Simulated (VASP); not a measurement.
Write the native input for VASP 6.6.1 that does the following.

| Item | Value |
| --- | --- |
| Task | single point |
| Functional | LDA |
| Potentials or basis | VASP PAW LDA potentials, release 64 (Zn, Se) |
| Cutoff | 520 eV |
| k mesh | 10 × 10 × 10 |
| Occupations | gaussian, width 0.05 eV |
| Spin | no spin polarisation |
| Dipole correction | no |
| Further INCAR settings | ALGO = Normal; EDIFF = 1e-06; NBANDS = 16 |

The structure of ZnSe lies in POSCAR:

```
ZnSe
1.0
    0.0000000000      2.8592449477      2.6910540684
    2.6910540684      0.0000000000      2.6910540684
    2.6910540684      2.8592449477      0.0000000000
Zn Se
1 1
Direct
    0.0000000000      0.0000000000      0.0000000000
    0.7500000000      0.7500000000      0.7500000000
```

One way to write it, as run:

INCAR

```
SYSTEM = ZnSe
ALGO = Normal
EDIFF = 1E-6
ENCUT = 520
GGA = CA
ISIF = 2
ISMEAR = 0
LASPH = .TRUE.
LCHARG = .FALSE.
LREAL = .FALSE.
LWAVE = .FALSE.
NBANDS = 16
NELM = 60
PREC = Accurate
SIGMA = 0.05
```

KPOINTS

```
k-points
0
G
  10 10 10
  0 0 0
```

Potentials or basis: VASP PAW LDA potentials, release 64 (Zn, Se).

Command:

```console
$ cat potpaw_LDA.64/Zn/POTCAR potpaw_LDA.64/Se/POTCAR > POTCAR
$ mpirun -np 1 vasp_std > vasp.out
```

Results of the run:

* Pressure: 3.6 GPa
* Band gap on the k mesh: 1.36 eV

Caveat: the cell stands under pressure.

Wall time 93 s on 1 thread of Intel Xeon 8259CL, on a shared host, peak memory 0.2 GiB.
